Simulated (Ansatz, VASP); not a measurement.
Si4N: VASP beside Ansatz

```
Si N
1.0
     3.83334    0.00000    0.00000
     0.00000    3.83334    0.00000
     0.00000    0.00000   21.10348
Si N
4 1
Direct
  0.00000 0.50000 0.18954
  0.00000 0.00000 0.25376
  0.50000 0.00000 0.32071
  0.50000 0.50000 0.38399
  0.50000 0.87500 0.52614
```

Alike in both runs: task single point; functional PBE; dispersion D3(BJ); k mesh 7 × 7 × 1; occupations gaussian, width 0.05 eV; collinear spin.

|  | VASP | Ansatz |
| --- | --- | --- |
| version | VASP 6.6.1 | Ansatz 0.2.0 |
| potentials or method | VASP PAW PBE potentials, release 64 (Si, N), cutoff 520 eV | scalar-relativistic, plane waves, PAW |
| valence electrons in the cell | 21 | 21 |

```tsv
	VASP	Ansatz	Ansatz less VASP
gap on the k mesh at the Fermi level (eV)	none	none	-
rms of the force components (eV/Å)	0.084	0.085	+0.0004
net moment per atom (μB)	0.53	0.53	0.000
size of the moment on the site where the two differ most (μB)	1.89	2.74	+0.853
```

Site moments also hang on the region over which each program counts them. Atom by atom the forces differ by 0.002 eV/Å (rms over components). A gap of «none» marks a metal or a gap that the smearing closes.
